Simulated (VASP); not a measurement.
Here is a VASP 6.6.1 calculation.

File INCAR:

```
SYSTEM = Al
PREC = Accurate
ENCUT = 520
EDIFF = 1E-7
ISMEAR = 1
SIGMA = 0.05
LREAL = .FALSE.
LASPH = .TRUE.
NELM = 60
ALGO = Normal
ISIF = 2
LWAVE = .FALSE.
LCHARG = .TRUE.
GGA = PS
LELF = .TRUE.
LVHAR = .TRUE.
NBANDS = 14
```

The input KPOINTS:

```
Automatic mesh
0
G
  8 8 3
  0 0 0
```

POSCAR

```
Al
1.0
    2.8627472415      0.0000000000      0.0000000000
   -1.4313736207      2.4792118357      0.0000000000
    0.0000000000      0.0000000000      9.1656313553
Al
4
Direct
    0.0000000000      0.0000000000      0.0000000000
    0.3333333333      0.6666666667      0.2500000000
    0.0000000000      0.0000000000      0.5000000000
    0.6666666667      0.3333333333      0.7500000000
```

Potentials or basis: VASP PAW PBE potentials, release 64 (Al).

Launch:

```sh
$ cat potpaw_PBE.64/Al/POTCAR > POTCAR
$ mpirun -np 1 vasp_std > vasp.out
```

Q: Estimate the pressure.

A: 0.0 GPa.

Q: Predict the band gap on the k mesh.

A: Zero (band 6 reaches 12.19 eV, above the bottom of band 7 at 6.63 eV).

Caveat: the PAW data sets were made with another functional, which shifts forces and pressure a little.
